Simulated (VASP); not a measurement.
# SnTe: single point with HSE06

Crystal: SnTe.

```
Te Sn
1.0
     0.00000    3.58691    3.58691
     3.58691    0.00000    3.58691
     3.58691    3.58691    0.00000
Te Sn
1 1
Direct
  0.25000 0.25000 0.25000
  0.00000 0.00000 0.00000
```

| Item | Value |
| --- | --- |
| Program | VASP 6.6.1 |
| Task | single point |
| Functional | HSE06 |
| Potentials or basis | VASP PAW PBE potentials, release 64 (Te, Sn_d) |
| Cutoff | 520 eV |
| k mesh | 4 × 4 × 4 |
| Occupations | fermi-dirac, width 0.05 eV |
| Spin | no spin polarisation |

* Pressure: -0.3 GPa
* Band gap on the k mesh: 0.30 eV (least direct gap 1.12 eV)

Levels at points of the mesh, in eV from the valence-band top:
| k point | band 8 | band 9 | band 10 | band 11 | band 12 | band 13 |
| --- | --- | --- | --- | --- | --- | --- |
| (0.00, 0.00, 0.00) | -2.36 | -2.36 | -2.36 | 1.30 | 1.30 | 1.30 |
| (0.50, 0.00, 0.00) | -2.96 | -2.96 | -2.30 | 2.17 | 2.17 | 3.97 |
| (0.50, 0.50, 0.00) | -3.70 | -3.70 | -0.82 | 0.30 | 4.55 | 4.55 |

Run time: 18 min on 1 thread of Oxide Virtual Turin-like Processor, on a shared host, peak memory 0.32 GiB.

Caveat: the PAW data sets were made with another functional, which shifts forces and pressure a little; spin-orbit coupling is left out, which moves the levels of the heavy elements. A k mesh can miss the band edges.
